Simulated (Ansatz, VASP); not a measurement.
## Bi in VASP and in Ansatz

```xyz
2
Lattice="2.2909 1.3227 4.0563 -2.2909 1.3227 4.0563 0.0000 -2.6453 4.0563" Properties=species:S:1:pos:R:3 pbc="T T T"
Bi    0.0000    0.0000    2.8435
Bi    0.0000    0.0000    9.3254
```

Alike in both runs: functional PBE; k mesh 12 × 12 × 12; occupations gaussian, width 0.1 eV; no spin polarisation.

Ansatz relaxed the structure, and its values are those at the end. VASP's run is a single point on that final structure, the one shown.

```csv
,VASP,Ansatz
version,VASP 6.6.1,Ansatz 0.2.0
potentials or method,"VASP PAW PBE potentials, release 64 (Bi_d), cutoff 500 eV","scalar-relativistic, plane waves, PAW"
valence electrons in the cell,30,30
```

|  | VASP | Ansatz | Ansatz less VASP |
| --- | --- | --- | --- |
| gap on the k mesh at the Fermi level (eV) | none | none | - |
| pressure (GPa) | 0.0 | 0.0 | +0.03 |

A gap of «none» marks a metal or a gap that the smearing closes.

Neither program's run includes spin-orbit coupling.
